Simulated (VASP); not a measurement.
Write the native input for VASP 6.6.1 that does the following.

* Task: electric field gradients
* Functional: LDA
* Potentials or basis: VASP PAW LDA potentials, release 64 (Bi_d, Te)
* Cutoff: 520 eV
* k mesh: 8 × 8 × 8
* Occupations: fermi-dirac, width 0.08 eV
* Spin: no spin polarisation
* Dipole correction: no
* Further INCAR settings: ALGO = Normal; EDIFF = 1e-08; NBANDS = 32

The structure of Bi2Te3 lies in POSCAR:

```
Bi2Te3
1.0
    2.2085012539      1.2750787934      9.6482699000
   -2.2085012539      1.2750787934      9.6482699000
    0.0000000000     -2.5501575869      9.6482699000
Bi Te
2 3
Direct
    0.8120000000      0.8120000000      0.8120000000
    0.4020000000      0.4020000000      0.4020000000
    0.6110000000      0.6110000000      0.6110000000
    0.2000000000      0.2000000000      0.2000000000
    0.0000000000      0.0000000000      0.0000000000
```

This cell differs from its parent crystal: zz strain of -3 %.

The input as run:

INCAR

```
SYSTEM = Bi2Te3
PREC = Accurate ; ENCUT = 520
EDIFF = 1E-8 ; ISMEAR = -1
SIGMA = 0.08 ; LREAL = .FALSE.
LASPH = .TRUE. ; NELM = 60
ALGO = Normal ; ISIF = 2
LWAVE = .FALSE. ; LCHARG = .FALSE.
LEFG = .TRUE. ; NBANDS = 32
```

KPOINTS

```
regular mesh
0
G
  8 8 8
  0 0 0
```

Potentials or basis: VASP PAW LDA potentials, release 64 (Bi_d, Te).

Run with:

```console
$ cat potpaw_LDA.64/Bi_d/POTCAR potpaw_LDA.64/Te/POTCAR > POTCAR
$ mpirun -np 1 vasp_std > vasp.out
```

It gave:

The pressure is -0.2 GPa and the largest force is 1.191 eV/Å. The band gap on the k mesh is zero (bands 24 and 25 overlap by 0.21 eV) and the largest electric field gradient by atom is Bi -68.3, -21.6; Te -16.9, -5.5, -4.8 V/Å².

Caveat: the cell differs from its parent crystal (zz strain of -3 %); without QUAD_EFG the Cq values of the log hold for a quadrupole moment of 1 mb, not for the nuclei; spin-orbit coupling is left out, which moves the levels of the heavy elements; forces of over 1 eV/Å act on the atoms, so gaps and moduli don't describe the material at rest.

Run time: 51 min on 1 thread of Oxide Virtual Turin-like Processor, on a shared host, peak memory 0.8 GiB.
